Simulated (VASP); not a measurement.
# MgO (Fm-3m) in VASP: single point with PBEsol

Aim: the single point of MgO with PBEsol.

Everything below comes from runs of VASP 6.6.1. Logs are shortened: lines on timing, memory, paths and dates and some standing lists are left out, and cuts for length are marked.

**The experiment to reproduce.**

“Electronic structure of alkaline earth and post-transition metal oxides”, 2009, arxiv:0908.1581 quotes, for a bulk crystal of MgO: band gap 7.83 eV.

How close the calculation comes is told below.

### 1 The cell of the first run

It takes space group Fm-3m (No. 225, cubic). Conventional cell: a = 4.214 Å, b = 4.214 Å, c = 4.214 Å, α = 90.00°, β = 90.00°, γ = 90.00°. Within 2.8 Å of Mg (site symmetry m-3m) lie 6 O at 2.11 Å. O (site symmetry m-3m) has 6 Mg at 2.11 Å within 2.8 Å.

### 2 Single point, PBEsol

Contents of INCAR:

```
PREC = Accurate
ENCUT = 840
EDIFF = 1E-6
ISMEAR = 0
SIGMA = 0.02
LREAL = F
LASPH = T
NELM = 120
ALGO = Normal
ISIF = 2
LWAVE = F
LCHARG = T
GGA = PS
LELF = T
LVHAR = T
NBANDS = 15
GGA_COMPAT = F
```

Contents of KPOINTS:

```
regular mesh
0
Gamma
  10 10 10
```

Contents of POSCAR:

```
MgO
1.0
    0.0000000000      2.1071294723      2.1071294723
    2.1071294723      0.0000000000      2.1071294723
    2.1071294723      2.1071294723      0.0000000000
Mg O
1 1
Direct
    0.0000000000      0.0000000000      0.0000000000
    0.5000000000      0.5000000000      0.5000000000
```

Potentials or basis: VASP PAW PBE potentials, release 64 (Mg_sv, O).

Launch:

```bash
> cat potpaw_PBE.64/Mg_sv/POTCAR potpaw_PBE.64/O/POTCAR > POTCAR
> mpirun -np 1 vasp_std > vasp.out
```

OUTCAR:

```text
PREC = Accurate
   ENCUT = 840
   EDIFF = 1E-6
   ISMEAR = 0
   LREAL = F
   LASPH = T
   NELM = 120
   ISIF = 2
   GGA = PS

 ion  position               nearest neighbor table
   1  0.000  0.000  0.000-   2 2.11   2 2.11   2 2.11   2 2.11   2 2.11   2 2.11
   2  0.500  0.500  0.500-   1 2.11   1 2.11   1 2.11   1 2.11   1 2.11   1 2.11

  LATTYP: Found a face centered cubic cell.
 ALAT       =     4.2142589446

  Lattice vectors:

 A1 = (   0.0000000000,   2.1071294723,   2.1071294723)
 A2 = (   2.1071294723,   0.0000000000,   2.1071294723)
 A3 = (   2.1071294723,   2.1071294723,   0.0000000000)

Analysis of symmetry for initial positions (statically):
=====================================================================
 Subroutine PRICEL returns:
 Original cell was already a primitive cell.

 Routine SETGRP: Setting up the symmetry group for a
 face centered cubic supercell.

 Subroutine GETGRP returns: Found 48 space group operations
 (whereof 48 operations were pure point group operations)
 out of a pool of 48 trial point group operations.

The static configuration has the point symmetry O_h .

Analysis of symmetry for dynamics (positions and initial velocities):
=====================================================================
 Subroutine PRICEL returns:
 Original cell was already a primitive cell.

 Routine SETGRP: Setting up the symmetry group for a
 face centered cubic supercell.

 Subroutine GETGRP returns: Found 48 space group operations
 (whereof 48 operations were pure point group operations)
 out of a pool of 48 trial point group operations.

The dynamic configuration has the point symmetry O_h .

 Subroutine INISYM returns: Found 48 space group operations
 (whereof 48 operations are pure point group operations),
 and found     1 'primitive' translations

----------------------------------------------------------------------------------------

                                     Primitive cell

  volume of cell :      18.7113

  direct lattice vectors                    reciprocal lattice vectors
     0.000000000  2.107129472  2.107129472    -0.237289643  0.237289643  0.237289643
     2.107129472  0.000000000  2.107129472     0.237289643 -0.237289643  0.237289643
     2.107129472  2.107129472  0.000000000     0.237289643  0.237289643 -0.237289643

  length of vectors
     2.979931077  2.979931077  2.979931077     0.410997718  0.410997718  0.410997718

  position of ions in fractional coordinates (direct lattice)
     0.000000000  0.000000000  0.000000000
     0.500000000  0.500000000  0.500000000

  ion indices of the primitive-cell ions
   primitive index   ion index
                 1           1
                 2           2

----------------------------------------------------------------------------------------

 KPOINTS: regular mesh

Automatic generation of k-mesh.
 Grid dimensions read from file:
 generate k-points for:   10   10   10

 Generating k-lattice:

  Cartesian coordinates                     Fractional coordinates (reciprocal lattice)
    -0.023728964  0.023728964  0.023728964     0.100000000  0.000000000  0.000000000
     0.023728964 -0.023728964  0.023728964     0.000000000  0.100000000  0.000000000
     0.023728964  0.023728964 -0.023728964     0.000000000  0.000000000  0.100000000

  Length of vectors
     0.041099772  0.041099772  0.041099772

  Shift w.r.t. Gamma in fractional coordinates (k-lattice)
     0.000000000  0.000000000  0.000000000

 Subroutine IBZKPT returns following result:
 ===========================================

 Found     47 irreducible k-points:

 Following reciprocal coordinates:
            Coordinates               Weight
  0.000000  0.000000  0.000000      1.000000
  0.100000  0.000000  0.000000      8.000000
  0.200000  0.000000  0.000000      8.000000
  0.300000  0.000000  0.000000      8.000000
  0.400000  0.000000  0.000000      8.000000
  0.500000  0.000000  0.000000      4.000000
[... 16 lines left out ...]
  0.300000  0.300000  0.000000      6.000000
  0.400000  0.300000  0.000000     24.000000
 [... further k-points ...]
   k-points           NKPTS =     47   k-points in BZ     NKDIM =     47   number of bands    NBANDS=     15
   number of dos      NEDOS =    301   number of ions     NIONS =      2
   total plane-waves  NPLWV =  21952
   dimension x,y,z NGX =    28 NGY =   28 NGZ =   28
   dimension x,y,z NGXF=    56 NGYF=   56 NGZF=   56
   ions per type =               1   1
   NGX,Y,Z   is equivalent  to a cutoff of  15.62, 15.62, 15.62 a.u.
   NGXF,Y,Z  is equivalent  to a cutoff of  31.24, 31.24, 31.24 a.u.
 SYSTEM =  unknown system
   PREC   = accura    normal or accurate (medium, high low for compatibility)
   ISTART =      0    job   : 0-new  1-cont  2-samecut
   ICHARG =      2    charge: 1-file 2-atom 10-const
   ISPIN  =      1    spin polarized calculation?
   LNONCOLLINEAR =      F non collinear calculations
   LSORBIT =      F    spin-orbit coupling
   LASPH  =      T    aspherical Exc in radial PAW
   ENCUT  =  840.0 eV  61.74 Ry    7.86 a.u.   7.04  7.04  7.04*2*pi/ulx,y,z
   NELM   =    120;   NELMIN=  2; NELMDL= -5     # of ELM steps
   EDIFF  = 0.1E-05   stopping-criterion for ELM
   LREAL  =      F    real-space projection
   EDIFFG = 0.1E-04   stopping-criterion for IOM
   NSW    =      0    number of steps for IOM
   IBRION =     -1    ionic relax: 0-MD 1-quasi-New 2-CG
   NFREE  =      0    steps in history (QN), initial steepest desc. (CG)
   ISIF   =      2    stress and relaxation
   ISYM   =      2    0-nonsym 1-usesym 2-fastsym
   POTIM  = 0.5000    time-step for ionic-motion
   TEBEG  =    0.0;   TEEND  =   0.0 temperature during run
   PSTRESS=    0.0 pullay stress
   NELECT =      16.0000    total number of electrons
   NUPDOWN=      -1.0000    fix difference up-down
   EMIN   =  10.00;   EMAX   =-10.00  energy-range for DOS
   EFERMI =   0.00;   METHOD = LEGACY
   ISMEAR =     0;   SIGMA  =   0.02  broadening in eV -4-tet -1-fermi 0-gaus
   EFERMI_NEDOS =   21; number of points for ismear=-14 and -15
   IALGO  =     38    algorithm
   IMIX   =      4    mixing-type and parameters
     AMIX     =   0.40;   BMIX     =  1.00
     AMIX_MAG =   1.60;   BMIX_MAG =  1.00
  volume/ion in A,a.u.               =       9.36        63.13
  Fermi-wavevector in a.u.,A,eV,Ry     =   1.553866  2.936381 32.851267  2.414500
  Thomas-Fermi vector in A             =   2.658035
   LORBIT       =      0    0 simple, 1 ext, 2 COOP (PROOUT), +10 PAW based schemes
   GGA     = PS    functional components
   LHFCALC =     F    Hartree Fock is set to
   AEXX    =    0.0000 exact exchange contribution
   IVDW    =     0    specifies the selected vdW correction
   LEPSILON=     F    determine dielectric tensor
   LRPA    =     F    only Hartree local field effects (RPA)
 non-spin polarized calculation
 Gauss-broadening in eV      SIGMA  =   0.02
  energy-cutoff  :      840.00
  volume of cell :       18.71
 maximum number of plane-waves:      1056
   NGX = 15   NGY = 15   NGZ = 15

 number of electron      15.9999995 magnetization

 Free energy of the ion-electron system (eV)
  ---------------------------------------------------
  ext. energy  EPLUGINS =         0.00000000
  ---------------------------------------------------
  free energy    TOTEN  =       -12.48201962 eV

  energy without entropy =      -12.48201962  energy(sigma->0) =      -12.48201962

 E-fermi :   2.8906     XC(G=0): -11.6000

 val. band max:        2.7844940692   @ k =   0.0000   0.0000   0.0000
 cond. band min:       7.4065465804   @ k =   0.0000   0.0000   0.0000
 fundamental gap:      4.6220525111
 Fermi energy:         2.8905851659

 k-point     1 :       0.0000    0.0000    0.0000
  band No.  band energies     occupation
      1     -69.0654      2.00000
      2     -35.9863      2.00000
      3     -35.9863      2.00000
      4     -35.9863      2.00000
      5     -14.3986      2.00000
      6       2.7845      2.00000
      7       2.7845      2.00000
      8       2.7845      2.00000
      9       7.4065      0.00000
     10      18.4096      0.00000
     11      18.4096      0.00000
     12      18.4096      0.00000
     13      22.2547      0.00000
     14      24.1234      0.00000
     15      24.1234      0.00000

 k-point     2 :       0.1000    0.0000    0.0000
  band No.  band energies     occupation
      1     -69.0643      2.00000
      2     -35.9948      2.00000
      3     -35.9871      2.00000
      4     -35.9871      2.00000
      5     -14.2880      2.00000
      6       2.1221      2.00000
      7       2.7159      2.00000
      8       2.7159      2.00000
      9       8.0407      0.00000
     10      17.1501      0.00000
     11      18.6505      0.00000
     12      18.6505      0.00000
     13      23.4029      0.00000
     14      23.4029      0.00000
     15      23.9315      0.00000

 k-point     3 :       0.2000    0.0000    0.0000
  band No.  band energies     occupation
      1     -69.0621      2.00000
      2     -36.0173      2.00000
      3     -35.9894      2.00000
      4     -35.9894      2.00000
      5     -13.9844      2.00000
      6       0.7869      2.00000
      7       2.5421      2.00000
      8       2.5421      2.00000
      9       9.2335      0.00000
     10      15.6433      0.00000
     11      19.1399      0.00000
     12      19.1399      0.00000
     13      22.7088      0.00000
     14      22.7088      0.00000
     15      24.9056      0.00000

 k-point     4 :       0.3000    0.0000    0.0000
  band No.  band energies     occupation
      1     -69.0595      2.00000
      2     -36.0449      2.00000
      3     -35.9922      2.00000
      4     -35.9922      2.00000
      5     -13.5750      2.00000
      6      -0.5469      2.00000
      7       2.3377      2.00000
      8       2.3377      2.00000
      9      10.1482      0.00000
     10      14.9801      0.00000
     11      19.2683      0.00000
     12      19.2683      0.00000
     13      23.1373      0.00000
     14      23.1373      0.00000
     15      24.3161      0.00000
[... 307 lines left out ...]
 k-point    22 :      -0.2000    0.2000    0.0000
  band No.  band energies     occupation
      1     -69.0585      2.00000
      2     -36.0399      2.00000
      3     -36.0085      2.00000
      4     -35.9913      2.00000
      5     -13.4584      2.00000
      6      -0.3484      2.00000
      7       1.4334      2.00000
      8       2.3335      2.00000
      9      11.1185      0.00000
     10      14.5157      0.00000
     11      17.7704      0.00000
     12      20.4402      0.00000
     13      21.0842      0.00000
     14      23.9741      0.00000
     15      27.4674      0.00000

 k-point    23 :       0.3000    0.3000    0.0000
  band No.  band energies     occupation
      1     -69.0576      2.00000
      2     -36.0380      2.00000
      3     -36.0056      2.00000
      4     -36.0056      2.00000
      5     -13.3822      2.00000
      6      -0.3991      2.00000
      7       1.8404      2.00000
      8       1.8404      2.00000
      9      11.5377      0.00000
     10      13.0228      0.00000
     11      17.0809      0.00000
     12      20.5648      0.00000
     13      20.5648      0.00000
     14      26.7807      0.00000
     15      30.0426      0.00000

 k-point    24 :       0.4000    0.3000    0.0000
  band No.  band energies     occupation
      1     -69.0559      2.00000
      2     -36.0489      2.00000
      3     -36.0114      2.00000
      4     -36.0088      2.00000
      5     -13.1325      2.00000
      6      -0.8229      2.00000
      7       1.4698      2.00000
      8       1.6922      2.00000
      9      12.2401      0.00000
     10      12.7890      0.00000
     11      16.2519      0.00000
     12      20.8114      0.00000
     13      21.0154      0.00000
     14      27.5164      0.00000
     15      29.6425      0.00000

 [... further k-points ...]

------------------------ aborting loop because EDIFF is reached ----------------------------------------

  FORCE on cell =-STRESS in cart. coord.  units (eV):
  Direction    XX          YY          ZZ          XY          YZ          ZX
  --------------------------------------------------------------------------------------
  -------------------------------------------------------------------------------------
  Total        0.0195927      0.0195927      0.0195927      0.0000000     -0.0000000     -0.0000000
  in kB        1.6776506      1.6776506      1.6776506      0.0000000     -0.0000000     -0.0000000
  external PRESSURE =       1.6776506 kB  Pullay stress =       0.0000000 kB

 VOLUME and BASIS-vectors are now :
 -----------------------------------------------------------------------------
  energy-cutoff  :      840.00
  volume of cell :       18.71
      direct lattice vectors                 reciprocal lattice vectors
     0.000000000  2.107129472  2.107129472    -0.237289643  0.237289643  0.237289643
     2.107129472  0.000000000  2.107129472     0.237289643 -0.237289643  0.237289643
     2.107129472  2.107129472  0.000000000     0.237289643  0.237289643 -0.237289643

 POSITION                                       TOTAL-FORCE (eV/Angst)
 -----------------------------------------------------------------------------------
      0.00000      0.00000      0.00000         0.000000      0.000000      0.000000
      2.10713      2.10713      2.10713        -0.000000     -0.000000     -0.000000
 -----------------------------------------------------------------------------------
    total drift:                                0.000000      0.000000      0.000000

  FREE ENERGIE OF THE ION-ELECTRON SYSTEM (eV)
  ---------------------------------------------------
  free  energy   TOTEN  =       -12.4820196197 eV

  energy  without entropy=      -12.4820196197  energy(sigma->0) =      -12.48201962
```

It took 20 s on 1 thread of Intel Xeon 6975P-C (Granite Rapids), shared host; peak memory 0.17 GiB.

Results:

| Property | Result |
| --- | --- |
| Free energy | -12.4820 eV |
| Pressure | 0.2 GPa |
| Band gap on the k mesh | 4.62 eV |

Caveat: the PAW data sets were made with another functional, which shifts forces and pressure a little.

### 3 Comparison with measurements

Step 2. Measured gap of MgO: 7.83 eV (quoted in “Electronic structure of alkaline earth and post-transition metal oxides”, 2009, arxiv:0908.1581). This calculation gives 4.62 eV (-3.21 eV). The value is that of PBEsol, without temperature or zero-point motion. Semilocal functionals fall short of measured gaps as a rule.
